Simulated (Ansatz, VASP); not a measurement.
Be2H3 in VASP and in Ansatz

```
CELL_PARAMETERS angstrom
1.94494 1.12291 2.49483
-1.94494 1.12291 2.49483
0.00000 -2.24582 2.49483
ATOMIC_POSITIONS crystal
Be 0.00000 0.00000 0.00000
Be 0.50000 0.50000 0.50000
H 0.00000 0.00000 0.50000
H 0.50000 0.00000 0.00000
H 0.00000 0.50000 0.00000
```

Alike in both runs: task relaxation of cell and atoms; functional PBE; k mesh 6 × 6 × 6; occupations gaussian, width 0.1 eV; no spin polarisation.

|  | VASP | Ansatz |
| --- | --- | --- |
| version | VASP 6.6.1 | Ansatz 0.2.0 |
| potentials or method | VASP PAW PBE potentials, release 64 (Be, H), cutoff 600 eV | scalar-relativistic, plane waves, PAW |
| valence electrons in the cell | 7 | 7 |

|  | VASP | Ansatz | Ansatz less VASP |
| --- | --- | --- | --- |
| gap on the k mesh at the Fermi level, each at its own relaxed structure (eV) | none | none | - |
| relaxed volume (Å³/atom) | 5.57 | 5.58 | +0.017 |
| relaxed cell length with the largest relative difference (Å) | 3.289 | 3.289 | +0.0002 |

A gap of «none» marks a metal or a gap that the smearing closes.
